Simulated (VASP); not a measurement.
Set up this calculation in VASP 6.6.1, as the native input.

- Task: single point
- Functional: PBE
- Dispersion: D3(BJ)
- Potentials or basis: VASP PAW PBE potentials, release 64 (Sn_d, O, H)
- Cutoff: 520 eV
- k mesh: 7 × 7 × 1
- Occupations: gaussian, width 0.05 eV
- Spin: collinear spin, ferromagnetic start
- Starting moments: [0.0, 0.0, 0.0, 0.0, 1.0] μB
- Dipole correction: yes
- Further INCAR settings: ALGO = Normal; EDIFF = 1e-07; NBANDS = 32

The structure of Sn2HO2 lies in POSCAR:

```
Sn2HO2
1.0
    3.8201633739      0.0000000000      0.0000000000
    0.0000000000      3.8201633739      0.0000000000
    0.0000000000      0.0000000000     17.8630408312
Sn O H
2 2 1
Direct
    0.7500000000      0.2500000000      0.2239260402
    0.2500000000      0.7500000000      0.3562126343
    0.2500000000      0.2500000000      0.2900693373
    0.7500000000      0.7500000000      0.2900693373
    0.6250000000      1.1250000000      0.4133051083
```

These files were run (other wordings do the same):

INCAR

```
PREC = Accurate ; ENCUT = 520
EDIFF = 1E-7 ; ISMEAR = 0
SIGMA = 0.05 ; LREAL = False
LASPH = True ; NELM = 150
ALGO = Normal ; ISIF = 2
LWAVE = False ; LCHARG = False
ISPIN = 2 ; MAGMOM = 0 0 0 0 1
LORBIT = 11 ; LDIPOL = True
IDIPOL = 3 ; DIPOL = 0.5 0.5 0.315
GGA = PE ; IVDW = 12
NBANDS = 32
```

KPOINTS

```
regular mesh
0
Gamma
  7 7 1
```

Potentials or basis: VASP PAW PBE potentials, release 64 (Sn_d, O, H).

Command:

```bash
$ cat potpaw_PBE.64/Sn_d/POTCAR potpaw_PBE.64/O/POTCAR potpaw_PBE.64/H/POTCAR > POTCAR
$ mpirun -np 1 vasp_std > vasp.out
```

It gave:

```
Largest force                                         : 0.908 eV/Å
Net moment                                            : 0.01 μB per cell
Valence electrons inside the program's atomic spheres : Sn 12.10, 12.00; O 5.00; H 0.43
Dispersion energy per atom                            : -0.130 eV
```

Wall time 60 min on 1 thread of AMD EPYC 7R13 Processor (Zen 3), on a shared host, peak memory 0.48 GiB.
